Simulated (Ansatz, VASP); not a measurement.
AlN: VASP beside Ansatz

The input POSCAR:

```
AlN
1.0
   -3.1110021516      0.0000000000      0.0000000000
   -1.5555010758     -2.6942068945      0.0000000000
    0.0000000000      0.0000000000     10.9560000000
Al N
4 4
Direct
    0.3333333333      0.3333333333      0.8212609529
    0.3333333333      0.3333333333      0.3668980467
    0.6666666667      0.6666666667      0.1397165936
    0.6666666667      0.6666666667      0.5940794998
    0.3333333333      0.3333333333      0.0874648594
    0.3333333333      0.3333333333      0.5418277656
    0.6666666667      0.6666666667      0.3146463125
    0.6666666667      0.6666666667      0.7690092187
```

The input INCAR.step1:

```
ALGO = Normal
EDIFF = 1E-4
ENCUT = 520
GGA = PE
ISMEAR = 0
LASPH = True
LCHARG = False
LREAL = False
LWAVE = True
NBANDS = 26
NELM = 60
PREC = Accurate
SIGMA = 0.05
```

Contents of INCAR.step2:

```
ALGO = Normal
EDIFF = 1E-7
ENCUT = 520
ISIF = 2
ISMEAR = 0
ISTART = 1
LASPH = True
LCHARG = False
LMIXTAU = True
LREAL = False
LWAVE = False
METAGGA = R2SCAN
NBANDS = 26
NELM = 60
PREC = Accurate
SIGMA = 0.05
```

File KPOINTS:

```
k-points
0
Gamma
  8 8 3
```

Input for Ansatz:

```yaml
crystal:
  lattice:
    - [-3.1110021516, 0.0, 0.0]
    - [-1.5555010758, -2.6942068945, 0.0]
    - [0.0, 0.0, 10.956]
  atoms:
    - { symbol: Al, position: [0.3333333333, 0.3333333333, 0.8212609529] }
    - { symbol: Al, position: [0.3333333333, 0.3333333333, 0.3668980467] }
    - { symbol: Al, position: [0.6666666667, 0.6666666667, 0.1397165936] }
    - { symbol: Al, position: [0.6666666667, 0.6666666667, 0.5940794998] }
    - { symbol: "N", position: [0.3333333333, 0.3333333333, 0.0874648594] }
    - { symbol: "N", position: [0.3333333333, 0.3333333333, 0.5418277656] }
    - { symbol: "N", position: [0.6666666667, 0.6666666667, 0.3146463125] }
    - { symbol: "N", position: [0.6666666667, 0.6666666667, 0.7690092187] }
basis:
  ecutwfc: 500
kpoints:
  mp_grid: { grid: [8, 8, 3] }
hamiltonian:
  xc: r2scan
scf:
  occupations: { method: gaussian, width: 0.05 }
output:
  forces: true
  stress: true
  eigenvalues: true
```

Alike in both runs: task single point; functional r2SCAN; k mesh 8 × 8 × 3; occupations gaussian, width 0.05 eV; no spin polarisation.

|  | VASP | Ansatz |
| --- | --- | --- |
| version | VASP 6.6.1 | Ansatz 0.2.0 |
| potentials or method | VASP PAW PBE potentials, release 64 (Al, N), cutoff 520 eV | scalar-relativistic, plane waves, PAW |
| valence electrons in the cell | 32 | 32 |

Ansatz gave:

| Quantity | Value |
| --- | --- |
| gap on the k mesh at the Fermi level (eV) | 1.52 |
| least direct gap on the mesh (eV) | 1.52 |
| pressure (GPa) | -5.0 |
| traceless stress, the component that is largest in VASP (GPa) | -7.56 |
| rms of the force components (eV/Å) | 0.655 |

**Question.** What did VASP give for the same quantities?

**Answer.** gap on the k mesh at the Fermi level (eV): 1.54; least direct gap on the mesh (eV): 1.54; pressure (GPa): -5.4; traceless stress, the component that is largest in VASP (GPa): -7.66; rms of the force components (eV/Å): 0.648.

VASP's potentials were made for PBE, not for r2SCAN. Atom by atom the forces differ by 0.009 eV/Å (rms over components).
